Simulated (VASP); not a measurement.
The system is BaTiO3.

```
Ba Ti O
1.0
     4.00600    0.00000    0.00000
     0.00000    4.00600    0.00000
     0.00000    0.00000    4.00600
Ba Ti O
1 1 3
Direct
  0.50000 0.50000 0.50000
  0.00000 0.00000 0.00000
  0.50000 0.00000 0.00000
  0.00000 0.00000 0.50000
  0.00000 0.50000 0.00000
```

| Item | Value |
| --- | --- |
| Program | VASP 6.6.1 |
| Task | relaxation of cell and atoms |
| Functional | RPBE |
| Potentials or basis | VASP PAW PBE potentials, release 64 (Ba_sv, Ti_sv, O) |
| Cutoff | 600 eV |
| k mesh | 6 × 6 × 6 |
| Occupations | gaussian, width 0.01 eV |
| Spin | no spin polarisation |

At the start: pressure 7.5 GPa; volume 12.86 Å³/atom.

How do energy, volume and symmetry change on relaxing?

Over 3 steps the energy falls by 13.5 meV/atom and the volume is 13.46 Å³/atom (+4.7 %); space group Pm-3m (No. 221, to 0.05 Å).

Step by step:
| step | energy change (eV) | largest force (eV/Å) | pressure (GPa) | volume (Å³) |
| --- | --- | --- | --- | --- |
| 1 | 0.0000 | 0.0000 | 7.53 | 64.29 |
| 2 | -0.0194 | 0.0000 | -5.39 | 70.08 |
| 3 | -0.0677 | 0.0000 | -0.01 | 67.32 |

Final structure:
```
Ba Ti O
1.0
     4.06805    0.00000    0.00000
     0.00000    4.06805    0.00000
     0.00000    0.00000    4.06805
Ba Ti O
1 1 3
Cartesian
  2.0340 2.0340 2.0340
  0.0000 0.0000 0.0000
  2.0340 0.0000 0.0000
  0.0000 0.0000 2.0340
  0.0000 2.0340 0.0000
```

Caveat: the PAW data sets were made with another functional, which shifts forces and pressure a little.
